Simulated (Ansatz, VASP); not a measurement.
**Two plane-wave programs on CsH**

INCAR

```
ALGO = Normal
EDIFF = 1E-6
ENCUT = 520
GGA = CA
ISIF = 2
ISMEAR = 0
LASPH = T
LCHARG = F
LREAL = F
LWAVE = F
NBANDS = 18
NELM = 60
PREC = Accurate
SIGMA = 0.02
```

The input KPOINTS:

```
k-points
0
Gamma
  6 6 6
```

Contents of POSCAR:

```
CsH
1.0
    3.1731629602      3.1731629602      0.0000000000
   -3.1731629602      3.1731629602      0.0000000000
    0.0000000000      0.0000000000      6.3463259205
Cs H
2 2
Direct
    0.0000000000      0.0000000000      0.0000000000
    0.5000000000      0.5000000000      0.5000000000
    0.5000000000      0.5000000000      0.0000000000
    0.0000000000      0.0000000000      0.5000000000
```

Input for Ansatz:

```yaml
crystal:
  lattice:
    - [3.1731629602, 3.1731629602, 0.0]
    - [-3.1731629602, 3.1731629602, 0.0]
    - [0.0, 0.0, 6.3463259205]
  atoms:
    - { symbol: Cs, position: [0.0, 0.0, 0.0] }
    - { symbol: Cs, position: [0.5, 0.5, 0.5] }
    - { symbol: H, position: [0.5, 0.5, 0.0] }
    - { symbol: H, position: [0.0, 0.0, 0.5] }
basis:
  ecutwfc: 420
kpoints:
  mp_grid: { grid: [6, 6, 6] }
hamiltonian:
  xc: lda
scf:
  occupations: { method: gaussian, width: 0.02 }
output:
  forces: true
  stress: true
  eigenvalues: true
```

Change from the starting cell: equal strain along all axes, cell held, atoms relaxed: +4.0 %.

Alike in both runs: task single point; functional LDA; k mesh 6 × 6 × 6; occupations gaussian, width 0.02 eV; no spin polarisation.

|  | VASP | Ansatz |
| --- | --- | --- |
| version | VASP 6.6.1 | Ansatz 0.2.0 |
| potentials or method | VASP PAW LDA potentials, release 64 (Cs_sv, H), cutoff 520 eV | scalar-relativistic, plane waves, PAW |
| valence electrons in the cell | 20 | 20 |

Ansatz gave:

```
gap on the k mesh at the Fermi level (eV) : 1.94
least direct gap on the mesh (eV)         : 1.94
pressure (GPa)                            : -1.2
```

Question: Estimate VASP's values.

Answer: gap on the k mesh at the Fermi level (eV): 1.92; least direct gap on the mesh (eV): 1.92; pressure (GPa): -1.1.

LDA's correlation is that of Perdew and Zunger in VASP and of Perdew and Wang (1992) in Ansatz.

Spin-orbit coupling is off throughout.
